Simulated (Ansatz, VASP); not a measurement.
## Two plane-wave programs on NaCl

Contents of INCAR:

```
PREC = Accurate
ENCUT = 520
EDIFF = 1E-6
ISMEAR = 0
SIGMA = 0.05
LREAL = F
LASPH = T
NELM = 100
ALGO = Normal
ISIF = 2
LWAVE = F
LCHARG = F
GGA = PS
NBANDS = 14
```

KPOINTS

```
regular mesh
0
Gamma
  8 8 8
```

File POSCAR:

```
NaCl
1.0
    0.0000000000      2.8317500000      2.7184800000
    2.8317500000      0.0000000000      2.7184800000
    2.8317500000      2.8317500000      0.0000000000
Na Cl
1 1
Direct
    0.0000000000      0.0000000000      0.0000000000
    0.5000000000      0.5000000000      0.5000000000
```

Input for Ansatz:

```yaml
crystal:
  lattice:
    - [0.0, 2.83175, 2.71848]
    - [2.83175, 0.0, 2.71848]
    - [2.83175, 2.83175, 0.0]
  atoms:
    - { symbol: Na, position: [0.0, 0.0, 0.0] }
    - { symbol: Cl, position: [0.5, 0.5, 0.5] }
basis:
  ecutwfc: 420
kpoints:
  mp_grid: { grid: [8, 8, 8] }
hamiltonian:
  xc: pbesol
scf:
  occupations: { method: gaussian, width: 0.05 }
output:
  forces: true
  stress: true
  eigenvalues: true
```

Change from the starting cell: strain +0.000 along x and y, -0.040 along z, atoms carried along.

Alike in both runs: task single point; functional PBEsol; k mesh 8 × 8 × 8; occupations gaussian, width 0.05 eV; no spin polarisation.

```csv
,VASP,Ansatz
version,VASP 6.6.1,Ansatz 0.2.0
potentials or method,"VASP PAW PBE potentials, release 64 (Na_pv, Cl), cutoff 520 eV","scalar-relativistic, plane waves, PAW"
valence electrons in the cell,14,16
```

Ansatz gave:

* gap on the k mesh at the Fermi level (eV): 5.03
* least direct gap on the mesh (eV): 5.03
* pressure (GPa): 0.3
* traceless stress, the component that is largest in VASP (GPa): 1.34

**Question.** Estimate VASP's values.

**Answer.** gap on the k mesh at the Fermi level (eV): 5.03; least direct gap on the mesh (eV): 5.03; pressure (GPa): 0.4; traceless stress, the component that is largest in VASP (GPa): 1.36.

VASP's potentials were made for PBE, not for PBEsol. VASP's potentials hold 14 valence electrons a cell and Ansatz's 16, so a difference there can come from the potentials and not from the codes.
